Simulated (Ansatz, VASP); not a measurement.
Ta in VASP and in Ansatz

```
Ta
1.0
    -1.66779    1.66779    1.65128
     1.66779   -1.66779    1.65128
     1.66779    1.66779   -1.65128
Ta
1
Direct
  0.00000 0.00000 0.00000
```

Change from the starting cell: equal xx and yy strain of +1 %, crystal datasets.

Alike in both runs: task electric field gradients; functional PBE; k mesh 17 × 17 × 17; occupations fermi-dirac, width 0.08 eV; no spin polarisation.

|  | VASP | Ansatz |
| --- | --- | --- |
| version | VASP 6.6.1 | Ansatz 0.2.0 |
| potentials or method | VASP PAW PBE potentials, release 64 (Ta_pv), cutoff 520 eV | all-electron PAW with datasets made for the crystal, scalar-relativistic |

|  | VASP | Ansatz | Ansatz less VASP |
| --- | --- | --- | --- |
| pressure (GPa) | -0.7 | -0.9 | -0.12 |
| traceless stress, the component that is largest in VASP (GPa) | 0.63 | 0.63 | +0.003 |
| size of Vzz on the site where it differs most (V/Å²) | 6.2 | 6.5 | +0.29 |

Ansatz ran all-electron here, and VASP with PAW potentials.

Neither program's run includes spin-orbit coupling.
